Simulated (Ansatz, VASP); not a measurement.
# One calculation of HfO2, two programs

File POSCAR:

```
HfO2
1.0
    3.5768243321      0.0000000000      0.0000000000
    0.0000000000      3.5768243321      0.0000000000
    0.0000000000      0.0000000000      5.2026739521
Hf O
2 4
Direct
    0.5000000000      0.5000000000      0.4974156671
    0.0000000000      0.0000000000     -0.0025843329
    0.0000000000      0.5000000000      0.7105791987
    0.5000000000      0.0000000000      0.8182521295
    0.5000000000      0.0000000000      0.3182521295
    0.0000000000      0.5000000000      0.2105791987
```

File INCAR.step1:

```
SYSTEM = HfO2
ALGO = Normal
EDIFF = 1E-4
ENCUT = 520
GGA = PE
ISMEAR = 0
LASPH = .TRUE.
LCHARG = .FALSE.
LREAL = .FALSE.
LWAVE = .TRUE.
NBANDS = 31
NELM = 80
PREC = Accurate
SIGMA = 0.05
```

The input INCAR.step2:

```
SYSTEM = HfO2
ALGO = Normal
EDIFF = 1E-6
ENCUT = 520
ISIF = 2
ISMEAR = 0
ISTART = 1
LASPH = .TRUE.
LCHARG = .FALSE.
LMIXTAU = .TRUE.
LREAL = .FALSE.
LWAVE = .FALSE.
METAGGA = R2SCAN
NBANDS = 31
NELM = 80
PREC = Accurate
SIGMA = 0.05
```

Contents of KPOINTS:

```
k-points
0
G
  6 6 6
  0 0 0
```

Input for Ansatz:

```yaml
crystal:
  lattice:
    - [3.5768243321, 0.0, 0.0]
    - [0.0, 3.5768243321, 0.0]
    - [0.0, 0.0, 5.2026739521]
  atoms:
    - { symbol: Hf, position: [0.5, 0.5, 0.4974156671] }
    - { symbol: Hf, position: [0.0, 0.0, -0.0025843329] }
    - { symbol: O, position: [0.0, 0.5, 0.7105791987] }
    - { symbol: O, position: [0.5, 0.0, 0.8182521295] }
    - { symbol: O, position: [0.5, 0.0, 0.3182521295] }
    - { symbol: O, position: [0.0, 0.5, 0.2105791987] }
basis:
  ecutwfc: 500
kpoints:
  mp_grid: { grid: [6, 6, 6] }
hamiltonian:
  xc: r2scan
scf:
  occupations: { method: gaussian, width: 0.05 }
output:
  forces: true
  stress: true
  eigenvalues: true
```

Change from the starting cell: mode 10 (318.6 1/cm) frozen in, largest displacement +0.075 Å.

Alike in both runs: task single point; functional r2SCAN; k mesh 6 × 6 × 6; occupations gaussian, width 0.05 eV; no spin polarisation.

|  | VASP | Ansatz |
| --- | --- | --- |
| version | VASP 6.6.1 | Ansatz 0.2.0 |
| potentials or method | VASP PAW PBE potentials, release 64 (Hf_pv, O), cutoff 520 eV | scalar-relativistic, plane waves, PAW |
| valence electrons in the cell | 44 | 76 |

```csv
,VASP,Ansatz,Ansatz less VASP
gap on the k mesh at the Fermi level (eV),5.26,5.26,+0.006
least direct gap on the mesh (eV),5.32,5.33,+0.006
pressure (GPa),-2.7,0.8,+3.53
"traceless stress, the component that is largest in VASP (GPa)",-0.09,-0.26,-0.173
rms of the force components (eV/Å),0.352,0.364,+0.0118
```

VASP's potentials were made for PBE, not for r2SCAN. Atom by atom the forces differ by 0.033 eV/Å (rms over components). VASP's potentials hold 44 valence electrons a cell and Ansatz's 76, so a difference there can come from the potentials and not from the codes.

Spin-orbit coupling is off throughout.
